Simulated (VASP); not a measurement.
# CaI (P-6m2) in VASP: further runs

Runs on CaI. Level: PBE. Tasks: single point.

All numbers are computed with VASP 6.6.1; they aren't measurements. Logs are shortened: lines on timing, memory, paths and dates and some standing lists are left out, and cuts for length are marked.

### Step 1. The cell of the first run

The structure is hexagonal, space group P-6m2 (No. 187). The conventional cell has a = 4.062 Å, b = 4.062 Å, c = 4.483 Å, α = 90.00°, β = 90.00°, γ = 120.00°. Ca (site symmetry -6m2) has 6 I at 3.24 Å and 6 Ca at 4.06 Å within 4.3 Å. Within 4.3 Å of I (site symmetry -6m2) lie 6 Ca at 3.24 Å and 6 I at 4.06 Å.

### Step 2. Single point, PBE

INCAR reads:

```
  ALGO = Normal
  EDIFF = 1E-6
  ENCUT = 520
  GGA = PE
  ISIF = 2
  ISMEAR = 1
  LASPH = True
  LCHARG = False
  LREAL = False
  LWAVE = False
  NBANDS = 16
  NELM = 80
  PREC = Accurate
  SIGMA = 0.1
```

KPOINTS reads:

```
k-points
0
Gamma
  8 8 6
```

POSCAR reads:

```
CaI
1.0
    4.0621672673      0.0000000000      0.0000000000
   -2.0310836337      3.5179405721      0.0000000000
    0.0000000000      0.0000000000      4.4828103587
Ca I
1 1
Direct
    0.0000000000      0.0000000000      0.5000000000
    0.6666666667      0.3333333333      0.0000000000
```

Potentials or basis: VASP PAW PBE potentials, release 64 (Ca_sv, I).

Command:

```console
$ cat potpaw_PBE.64/Ca_sv/POTCAR potpaw_PBE.64/I/POTCAR > POTCAR
$ mpirun -np 1 vasp_std > vasp.out
```

OUTCAR:

```text
EDIFF = 1E-6
   ENCUT = 520
   GGA = PE
   ISIF = 2
   ISMEAR = 1
   LASPH = True
   LREAL = False
   NELM = 80
   PREC = Accurate

 ion  position               nearest neighbor table
   1  0.000  0.000  0.500-   2 3.24   2 3.24   2 3.24   2 3.24   2 3.24   2 3.24
   2  0.667  0.333  0.000-   1 3.24   1 3.24   1 3.24   1 3.24   1 3.24   1 3.24

  LATTYP: Found a hexagonal cell.
 ALAT       =     4.0621672673
 C/A-ratio  =     1.1035513960

  Lattice vectors:

 A1 = (   4.0621672673,   0.0000000000,   0.0000000000)
 A2 = (  -2.0310836337,   3.5179405721,   0.0000000000)
 A3 = (   0.0000000000,   0.0000000000,   4.4828103587)

Analysis of symmetry for initial positions (statically):
=====================================================================
 Subroutine PRICEL returns:
 Original cell was already a primitive cell.

 Routine SETGRP: Setting up the symmetry group for a
 hexagonal supercell.

 Subroutine GETGRP returns: Found 12 space group operations
 (whereof 12 operations were pure point group operations)
 out of a pool of 24 trial point group operations.

The static configuration has the point symmetry D_3h.

Analysis of symmetry for dynamics (positions and initial velocities):
=====================================================================
 Subroutine PRICEL returns:
 Original cell was already a primitive cell.

 Routine SETGRP: Setting up the symmetry group for a
 hexagonal supercell.

 Subroutine GETGRP returns: Found 12 space group operations
 (whereof 12 operations were pure point group operations)
 out of a pool of 24 trial point group operations.

The dynamic configuration has the point symmetry D_3h.

 Subroutine INISYM returns: Found 12 space group operations
 (whereof 12 operations are pure point group operations),
 and found     1 'primitive' translations

----------------------------------------------------------------------------------------

                                     Primitive cell

  volume of cell :      64.0614

  direct lattice vectors                    reciprocal lattice vectors
     4.062167267  0.000000000  0.000000000     0.246174009  0.142128609  0.000000000
    -2.031083634  3.517940572  0.000000000     0.000000000  0.284257218  0.000000000
     0.000000000  0.000000000  4.482810359     0.000000000  0.000000000  0.223074348

  length of vectors
     4.062167267  4.062167721  4.482810359     0.284257250  0.284257218  0.223074348

  position of ions in fractional coordinates (direct lattice)
     0.000000000  0.000000000  0.500000000
     0.666666667  0.333333333  0.000000000

  ion indices of the primitive-cell ions
   primitive index   ion index
                 1           1
                 2           2

----------------------------------------------------------------------------------------

 KPOINTS: k-points

Automatic generation of k-mesh.
 Grid dimensions read from file:
 generate k-points for:    8    8    6

 Generating k-lattice:

  Cartesian coordinates                     Fractional coordinates (reciprocal lattice)
     0.030771751  0.017766076  0.000000000     0.125000000  0.000000000  0.000000000
     0.000000000  0.035532152  0.000000000     0.000000000  0.125000000  0.000000000
     0.000000000  0.000000000  0.037179058     0.000000000  0.000000000  0.166666667

  Length of vectors
     0.035532156  0.035532152  0.037179058

  Shift w.r.t. Gamma in fractional coordinates (k-lattice)
     0.000000000  0.000000000  0.000000000

 Subroutine IBZKPT returns following result:
 ===========================================

 Found     40 irreducible k-points:

 Following reciprocal coordinates:
            Coordinates               Weight
  0.000000  0.000000  0.000000      1.000000
  0.125000  0.000000  0.000000      6.000000
  0.250000  0.000000  0.000000      6.000000
  0.375000  0.000000  0.000000      6.000000
  0.500000  0.000000  0.000000      3.000000
  0.125000  0.125000  0.000000      6.000000
[... 16 lines left out ...]
  0.250000  0.000000  0.333333     12.000000
  0.375000  0.000000  0.333333     12.000000
 [... further k-points ...]
   k-points           NKPTS =     40   k-points in BZ     NKDIM =     40   number of bands    NBANDS=     16
   number of dos      NEDOS =    301   number of ions     NIONS =      2
   total plane-waves  NPLWV =  32400
   dimension x,y,z NGX =    30 NGY =   30 NGZ =   36
   dimension x,y,z NGXF=    60 NGYF=   60 NGZF=   72
   ions per type =               1   1
   NGX,Y,Z   is equivalent  to a cutoff of  12.28, 12.28, 13.35 a.u.
   NGXF,Y,Z  is equivalent  to a cutoff of  24.56, 24.56, 26.70 a.u.
 SYSTEM =  unknown system
   PREC   = accura    normal or accurate (medium, high low for compatibility)
   ISTART =      0    job   : 0-new  1-cont  2-samecut
   ICHARG =      2    charge: 1-file 2-atom 10-const
   ISPIN  =      1    spin polarized calculation?
   LNONCOLLINEAR =      F non collinear calculations
   LSORBIT =      F    spin-orbit coupling
   LASPH  =      T    aspherical Exc in radial PAW
   ENCUT  =  520.0 eV  38.22 Ry    6.18 a.u.   7.55  7.55  8.34*2*pi/ulx,y,z
   NELM   =     80;   NELMIN=  2; NELMDL= -5     # of ELM steps
   EDIFF  = 0.1E-05   stopping-criterion for ELM
   LREAL  =      F    real-space projection
   EDIFFG = 0.1E-04   stopping-criterion for IOM
   NSW    =      0    number of steps for IOM
   IBRION =     -1    ionic relax: 0-MD 1-quasi-New 2-CG
   NFREE  =      0    steps in history (QN), initial steepest desc. (CG)
   ISIF   =      2    stress and relaxation
   ISYM   =      2    0-nonsym 1-usesym 2-fastsym
   POTIM  = 0.5000    time-step for ionic-motion
   TEBEG  =    0.0;   TEEND  =   0.0 temperature during run
   PSTRESS=    0.0 pullay stress
   NELECT =      17.0000    total number of electrons
   NUPDOWN=      -1.0000    fix difference up-down
   EMIN   =  10.00;   EMAX   =-10.00  energy-range for DOS
   EFERMI =   0.00;   METHOD = LEGACY
   ISMEAR =     1;   SIGMA  =   0.10  broadening in eV -4-tet -1-fermi 0-gaus
   EFERMI_NEDOS =   21; number of points for ismear=-14 and -15
   IALGO  =     38    algorithm
   IMIX   =      4    mixing-type and parameters
     AMIX     =   0.40;   BMIX     =  1.00
     AMIX_MAG =   1.60;   BMIX_MAG =  1.00
  volume/ion in A,a.u.               =      32.03       216.15
  Fermi-wavevector in a.u.,A,eV,Ry     =   1.052024  1.988037 15.058305  1.106754
  Thomas-Fermi vector in A             =   2.187090
   LORBIT       =      0    0 simple, 1 ext, 2 COOP (PROOUT), +10 PAW based schemes
   GGA     = PE    functional components
   LHFCALC =     F    Hartree Fock is set to
   AEXX    =    0.0000 exact exchange contribution
   IVDW    =     0    specifies the selected vdW correction
   LEPSILON=     F    determine dielectric tensor
   LRPA    =     F    only Hartree local field effects (RPA)
 non-spin polarized calculation
 Methfessel and Paxton  Order N= 1 SIGMA  =   0.10
  energy-cutoff  :      520.00
  volume of cell :       64.06
 maximum number of plane-waves:      1739
   NGX = 15   NGY = 15   NGZ = 17

 number of electron      16.9999999 magnetization

 Free energy of the ion-electron system (eV)
  ---------------------------------------------------
  ext. energy  EPLUGINS =         0.00000000
  ---------------------------------------------------
  free energy    TOTEN  =        -5.37984546 eV

  energy without entropy =       -5.38273562  energy(sigma->0) =       -5.38080885

 E-fermi :   6.0551     XC(G=0):  -8.9488

 val. band max:        5.9837376923   @ k =   0.3750   0.2500   0.5000
 cond. band min:       6.0856140227   @ k =   0.2500   0.2500   0.3333
 fundamental gap:      0.1018763304
 Fermi energy:         6.0550568119

 k-point     1 :       0.0000    0.0000    0.0000
  band No.  band energies     occupation
      1     -36.1682      2.00000
      2     -17.2453      2.00000
      3     -17.1467      2.00000
      4     -17.1467      2.00000
      5      -9.2433      2.00000
      6       1.2023      2.00000
[... 8 lines left out ...]
     15      11.1746      0.00000
     16      11.6016      0.00000

 k-point     2 :       0.1250    0.0000    0.0000
  band No.  band energies     occupation
      1     -36.1673      2.00000
      2     -17.2431      2.00000
      3     -17.1603      2.00000
      4     -17.1496      2.00000
      5      -9.1652      2.00000
      6       1.2201      2.00000
[... 8 lines left out ...]
     15      10.8738      0.00000
     16      12.0204      0.00000

 k-point     3 :       0.2500    0.0000    0.0000
  band No.  band energies     occupation
      1     -36.1652      2.00000
      2     -17.2376      2.00000
      3     -17.1931      2.00000
      4     -17.1568      2.00000
      5      -8.9660      2.00000
      6       0.6596      2.00000
[... 8 lines left out ...]
     15      11.0929      0.00000
     16      12.0578      0.00000

 k-point     4 :       0.3750    0.0000    0.0000
  band No.  band energies     occupation
      1     -36.1630      2.00000
      2     -17.2322      2.00000
      3     -17.2253      2.00000
      4     -17.1640      2.00000
      5      -8.7492      2.00000
      6      -0.2234      2.00000
[... 8 lines left out ...]
     15      10.8671      0.00000
     16      11.8139      0.00000
[... 324 lines left out ...]
 k-point    22 :       0.1250    0.0000    0.3333
  band No.  band energies     occupation
      1     -36.1666      2.00000
      2     -17.2738      2.00000
      3     -17.1575      2.00000
      4     -17.1477      2.00000
      5      -8.9852      2.00000
      6      -0.2422      2.00000
[... 8 lines left out ...]
     15      10.8923      0.00000
     16      12.0899      0.00000

 k-point    23 :       0.2500    0.0000    0.3333
  band No.  band energies     occupation
      1     -36.1645      2.00000
      2     -17.2641      2.00000
      3     -17.1877      2.00000
      4     -17.1546      2.00000
      5      -8.8382      2.00000
      6       0.0415      2.00000
[... 8 lines left out ...]
     15      10.7322      0.00000
     16      12.2466      0.00000

 k-point    24 :       0.3750    0.0000    0.3333
  band No.  band energies     occupation
      1     -36.1624      2.00000
      2     -17.2544      2.00000
      3     -17.2177      2.00000
      4     -17.1614      2.00000
      5      -8.6788      2.00000
      6       0.0399      2.00000
[... 8 lines left out ...]
     15      10.5122      0.00000
     16      11.6487      0.00000

 [... further k-points ...]
[... 5 lines left out ...]
  --------------------------------------------------------------------------------------
  -------------------------------------------------------------------------------------
  Total        0.5460784      0.5460785      0.7580187     -0.0000000      0.0000000     -0.0000000
  in kB       13.6574265     13.6574306     18.9580572     -0.0000000      0.0000000     -0.0000000
  external PRESSURE =      15.4243048 kB  Pullay stress =       0.0000000 kB

 VOLUME and BASIS-vectors are now :
 -----------------------------------------------------------------------------
  energy-cutoff  :      520.00
  volume of cell :       64.06
      direct lattice vectors                 reciprocal lattice vectors
     4.062167267  0.000000000  0.000000000     0.246174009  0.142128609  0.000000000
    -2.031083634  3.517940572  0.000000000     0.000000000  0.284257218  0.000000000
     0.000000000  0.000000000  4.482810359     0.000000000  0.000000000  0.223074348

 POSITION                                       TOTAL-FORCE (eV/Angst)
 -----------------------------------------------------------------------------------
      0.00000      0.00000      2.24141        -0.000000      0.000000      0.000000
      2.03108      1.17265      0.00000         0.000000      0.000000      0.000000
 -----------------------------------------------------------------------------------
    total drift:                               -0.000000     -0.000003      0.000000

  FREE ENERGIE OF THE ION-ELECTRON SYSTEM (eV)
  ---------------------------------------------------
  free  energy   TOTEN  =        -5.3798454646 eV

  energy  without entropy=       -5.3827356244  energy(sigma->0) =       -5.38080885
```

Wall time 33 s (1 thread of Intel Xeon Platinum 8259CL at 2.50GHz (Skylake/Cascade Lake), shared host); peak memory 0.19 GiB.

Results:

```
Free energy            : -5.3798 eV
Pressure               : 1.5 GPa
Band gap on the k mesh : zero (an odd number of electrons rules out a gap without spin polarisation)
```

Levels at points of the mesh, in eV from the Fermi level:
| k point | band 7 | band 8 | band 9 | band 10 | band 11 | band 12 |
| --- | --- | --- | --- | --- | --- | --- |
| (0.00, 0.00, 0.00) | -3.62 | -3.62 | -1.39 | 0.75 | 2.39 | 2.39 |
| (0.50, 0.00, 0.00) | -4.71 | -4.15 | -0.21 | 1.30 | 2.09 | 2.29 |
| (0.00, 0.00, 0.50) | -3.49 | -3.49 | 1.55 | 1.55 | 1.57 | 2.31 |
| (0.50, 0.00, 0.50) | -5.73 | -4.32 | -0.54 | 1.77 | 2.47 | 3.40 |

Caveat: spin-orbit coupling is left out, which moves the levels of the heavy elements; an odd number of electrons without spin polarisation forces a metal; a magnetic or distorted state may lie lower.

(Continued in part 2 of 3.)
